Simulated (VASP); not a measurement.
Wanted: the native input for a VASP 6.6.1 run.

* Task: single point
* Functional: r2SCAN
* Potentials or basis: VASP PAW PBE potentials, release 64 (Rb_sv, Br)
* Cutoff: 520 eV
* k mesh: 4 × 4 × 4
* Occupations: fermi-dirac, width 0.052 eV
* Spin: no spin polarisation
* Dipole correction: no
* Further INCAR settings: ALGO = Normal; EDIFF = 1e-07; NBANDS = 15

The system is RbBr.

```
CELL_PARAMETERS angstrom
0.00000 3.85999 3.85999
3.85999 0.00000 3.85999
3.85999 3.85999 0.00000
ATOMIC_POSITIONS crystal
Rb 0.99861 0.01900 0.99585
Br 0.22704 0.27908 0.22105
```

These files were run (other wordings do the same):

POSCAR

```
RbBr
1.0
    0.0000000000      3.8599860000      3.8599860000
    3.8599860000      0.0000000000      3.8599860000
    3.8599860000      3.8599860000      0.0000000000
Rb Br
1 1
Direct
   -0.0013899014      0.0190013643     -0.0041523467
    0.2270367043      0.2790801573      0.2210522266
```

INCAR.step1

```
SYSTEM = RbBr
  ALGO = Normal
  EDIFF = 1E-4
  ENCUT = 520
  GGA = PE
  ISMEAR = -1
  LASPH = .TRUE.
  LCHARG = .FALSE.
  LREAL = .FALSE.
  LWAVE = .TRUE.
  NBANDS = 15
  NELM = 80
  PREC = Accurate
  SIGMA = 0.052
```

INCAR.step2

```
SYSTEM = RbBr
  ALGO = Normal
  EDIFF = 1E-7
  ENCUT = 520
  ISIF = 2
  ISMEAR = -1
  ISTART = 1
  LASPH = .TRUE.
  LCHARG = .FALSE.
  LMIXTAU = .TRUE.
  LREAL = .FALSE.
  LWAVE = .FALSE.
  METAGGA = R2SCAN
  NBANDS = 15
  NELM = 80
  PREC = Accurate
  SIGMA = 0.052
```

KPOINTS

```
k-points
0
G
  4 4 4
  0 0 0
```

Potentials or basis: VASP PAW PBE potentials, release 64 (Rb_sv, Br).

Launch:

```bash
$ cat potpaw_PBE.64/Rb_sv/POTCAR potpaw_PBE.64/Br/POTCAR > POTCAR
$ cp INCAR.step1 INCAR
$ mpirun -np 1 vasp_std > vasp.out
$ cp INCAR.step2 INCAR
$ mpirun -np 1 vasp_std > vasp.out
```

Results of the run:

```yaml
Pressure: 0.2 GPa
Largest_force: 0.297 eV/Å
Band_gap_on_the_k_mesh: 4.64 eV (least direct gap 4.72 eV)
```

Caveat: the atoms stand as in a frame of molecular dynamics; the PAW data sets were made with another functional, which shifts forces and pressure a little.

Run time: 2.2 min on 1 thread of Intel(R) Xeon(R) 6975P-C (Granite Rapids), on a shared host, peak memory 0.3 GiB.
